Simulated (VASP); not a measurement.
Set up this calculation in VASP 6.6.1, as the native input.

- Task: single point
- Functional: LDA
- Potentials or basis: VASP PAW LDA potentials, release 64 (Bi_d)
- Cutoff: 520 eV
- k mesh: 9 × 9 × 1
- Occupations: gaussian, width 0.02 eV
- Spin: no spin polarisation
- Dipole correction: yes
- Further INCAR settings: ALGO = Normal; EDIFF = 1e-07; NBANDS = 22

The structure of Bi lies in POSCAR:

```
Bi
1.0
    4.2817809379      0.0000000000      0.0000000000
   -2.1408904689      3.7081310656      0.0000000000
    0.0000000000      0.0000000000     28.0000000000
Bi
2
Direct
    0.3333333333      0.6666666667      0.5290714286
    0.6666666667      0.3333333333      0.4709285714
```

The input as run:

INCAR

```
PREC = Accurate
ENCUT = 520
EDIFF = 1E-7
ISMEAR = 0
SIGMA = 0.02
LREAL = F
LASPH = T
NELM = 100
ALGO = Normal
ISIF = 2
LWAVE = F
LCHARG = F
LDIPOL = T
IDIPOL = 3
DIPOL = 0.5 0.5 0.500
GGA = CA
NBANDS = 22
```

KPOINTS

```
regular mesh
0
Gamma
  9 9 1
```

Potentials or basis: VASP PAW LDA potentials, release 64 (Bi_d).

The run is started by

```sh
$ cat potpaw_LDA.64/Bi_d/POTCAR > POTCAR
$ mpirun -np 1 vasp_std > vasp.out
```

Results of the run:

| Item | Value |
| --- | --- |
| Largest force | 0.516 eV/Å |

It took 4.8 min on 1 thread of AMD EPYC 7R13, with other jobs on the host, peak memory 0.37 GiB.
